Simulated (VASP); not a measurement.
A run of VASP 6.6.1 is set up as follows.

File INCAR:

```
SYSTEM = PbS
  ALGO = Normal
  EDIFF = 1E-7
  ENCUT = 520
  GGA = PS
  ISIF = 2
  ISMEAR = 0
  LASPH = .True.
  LCHARG = .False.
  LREAL = .False.
  LWAVE = .False.
  NBANDS = 28
  NELM = 60
  PREC = Accurate
  SIGMA = 0.01
```

Contents of KPOINTS:

```
k-points
0
Gamma
  6 6 1
  0 0 0
```

File POSCAR:

```
PbS
1.0
    2.9828240000     -2.9853070000      0.0000000000
    2.9828240000      2.9853070000      0.0000000000
   -2.0983280000      0.0000000000     22.2066720000
Pb S
2 2
Direct
    0.7325610000      0.7221170000      0.9356980000
    0.2778830000      0.2674390000      0.0643020000
    0.2459460000      0.2157900000      0.9443730000
    0.7842100000      0.7540540000      0.0556270000
```

Potentials or basis: VASP PAW PBE potentials, release 64 (Pb_d, S).

The run is started by

```sh
$ cat potpaw_PBE.64/Pb_d/POTCAR potpaw_PBE.64/S/POTCAR > POTCAR
$ mpirun -np 1 vasp_std > vasp.out
```

Question: Predict the largest force.

Answer: 0.164 eV/Å.

Question: Predict the band gap on the k mesh.

Answer: 2.06 eV, indirect (least direct gap 2.15 eV).

Forces in eV/Å, atoms in the order of the input:
```
Pb   0.001 -0.004  0.163
Pb  -0.001 -0.004 -0.163
S   -0.006  0.004  0.000
S    0.006  0.004  0.000
```

Caveat: the PAW data sets were made with another functional, which shifts forces and pressure a little; spin-orbit coupling is left out, which moves the levels of the heavy elements.
